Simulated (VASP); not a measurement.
## Ti: single point with LDA

The system is Ti.

```
Ti
1.0
     0.02030    2.04015    2.04015
     2.04015    0.02030    2.04015
     2.04015    2.04015    0.02030
Ti
1
Direct
  0.00000 0.00000 0.00000
```

This cell differs from its parent crystal: equal xy, yz and zx shear strains of +1 %.

- Program: VASP 6.6.1
- Task: single point
- Functional: LDA
- Potentials or basis: VASP PAW LDA potentials, release 64 (Ti_sv)
- Cutoff: 520 eV
- k mesh: 14 × 14 × 14
- Occupations: fermi-dirac, width 0.05 eV
- Spin: no spin polarisation
- Dipole correction: no
- Further INCAR settings: ALGO = Normal; EDIFF = 1e-07; NBANDS = 12

```json
{
 "Pressure": "-5.0 GPa",
 "Band gap on the k mesh": "zero (bands 6 and 7 overlap by 1.22 eV)"
}
```

Stress tensor (GPa, compression positive):
```
-5.00 -0.50 -0.50
-0.50 -5.00 -0.50
-0.50 -0.50 -5.00
```

Levels at points of the mesh, in eV from the Fermi level:
```
           k point  band 4  band 5  band 6  band 7  band 8  band 9
(0.00, 0.00, 0.00)  -32.13   -6.10    0.76    0.92    0.92    2.56
(0.50, 0.00, 0.00)  -32.24   -2.66    0.64    0.81    0.89    3.68
(0.50, 0.50, 0.00)  -32.40   -2.71   -1.83    3.10    3.69    4.03
(0.50, 0.50, 0.50)  -32.22   -2.68    0.70    0.76    0.76    3.70
```

Wall time 56 s on 1 thread of Intel(R) Xeon(R) Platinum 8375C CPU @ 2.90GHz (Ice Lake), with other jobs on the host, peak memory 0.17 GiB.

Caveat: the cell differs from its parent crystal (equal xy, yz and zx shear strains of +1 %); the cell stands under tension.
